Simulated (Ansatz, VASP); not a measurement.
## SiCl in VASP and in Ansatz

Contents of INCAR:

```
ALGO     = Normal         # electronic algorithm
EDIFF    = 1E-6           # SCF threshold, eV
ENCUT    = 500            # plane-wave cutoff, eV
GGA      = PS             # functional
GGA_COMPAT= False        
ISIF     = 2              # what is computed and relaxed
ISMEAR   = 0              # smearing method
LASPH    = True           # aspherical terms in the spheres
LCHARG   = True           # write CHGCAR
LELF     = True           # ELF
LREAL    = False          # projectors in reciprocal space
LVHAR    = True         
LWAVE    = False          # write WAVECAR
NBANDS   = 19             # bands
NELM     = 120            # most SCF steps
PREC     = Accurate       # precision mode
SIGMA    = 0.1            # smearing width, eV
```

Contents of KPOINTS:

```
k-points
0
Gamma
  6 6 2
```

POSCAR

```
SiCl
1.0
    3.1516963090      0.0000000000      0.0000000000
   -1.5758481545      2.7294490686      0.0000000000
    0.0000000000      0.0000000000      9.0672230365
Si Cl
2 2
Direct
    0.3333333300      0.6666666700      0.3205100000
    0.6666666700      0.3333333300      0.8205100000
    0.3333333300      0.6666666700      0.0544910000
    0.6666666700      0.3333333300      0.5544910000
```

Input for Ansatz:

```yaml
crystal:
  lattice:
    - [3.151696309, 0.0, 0.0]
    - [-1.5758481545, 2.7294490686, 0.0]
    - [0.0, 0.0, 9.0672230365]
  atoms:
    - { symbol: Si, position: [0.33333333, 0.66666667, 0.32051] }
    - { symbol: Si, position: [0.66666667, 0.33333333, 0.82051] }
    - { symbol: Cl, position: [0.33333333, 0.66666667, 0.054491] }
    - { symbol: Cl, position: [0.66666667, 0.33333333, 0.554491] }
basis:
  ecutwfc: 420
kpoints:
  mp_grid: { grid: [6, 6, 2] }
hamiltonian:
  xc: pbesol
scf:
  occupations: { method: gaussian, width: 0.1 }
output:
  forces: true
  stress: true
  eigenvalues: true
```

Alike in both runs: task single point; functional PBEsol; k mesh 6 × 6 × 2; occupations gaussian, width 0.1 eV; no spin polarisation.

```csv
,VASP,Ansatz
version,VASP 6.6.1,Ansatz 0.2.0
potentials or method,"VASP PAW PBE potentials, release 64 (Si, Cl), cutoff 500 eV","scalar-relativistic, plane waves, PAW"
valence electrons in the cell,22,22
```

VASP gave:

```
gap on the k mesh at the Fermi level (eV)                     : none
pressure (GPa)                                                : -3.0
traceless stress, the component that is largest in VASP (GPa) : -1.94
rms of the force components (eV/Å)                            : 0.388
```

**Question.** Estimate Ansatz's values.

**Answer.** gap on the k mesh at the Fermi level (eV): none; pressure (GPa): -3.0; traceless stress, the component that is largest in VASP (GPa): -2.02; rms of the force components (eV/Å): 0.381.

VASP's potentials were made for PBE, not for PBEsol. Atom by atom the forces differ by 0.007 eV/Å (rms over components). A gap of «none» marks a metal or a gap that the smearing closes.

The k mesh is coarse, so the values compare programs but aren't converged.
